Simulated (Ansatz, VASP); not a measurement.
**One calculation of Si, two programs**

```xyz
1
Lattice="-1.5717 1.5717 1.5717 1.5717 -1.5717 1.5717 1.5717 1.5717 -1.5717" Properties=species:S:1:pos:R:3 pbc="T T T"
Si    0.0000    0.0000    0.0000
```

Change from the starting cell: volume scaled by 1.06, PAW files.

Alike in both runs: task electric field gradients; functional PBE; k mesh 18 × 18 × 18; occupations fermi-dirac, width 0.05 eV; no spin polarisation.

```csv
,VASP,Ansatz
version,VASP 6.6.1,Ansatz 0.2.0
potentials or method,"VASP PAW PBE potentials, release 64 (Si)","PAW with Ansatz's default frozen-core files, scalar-relativistic"
plane-wave cutoff (eV),520,420
valence electrons in the cell,4,4
```

```csv
,VASP,Ansatz,Ansatz less VASP
pressure (GPa),-4.8,-4.8,+0.01
```
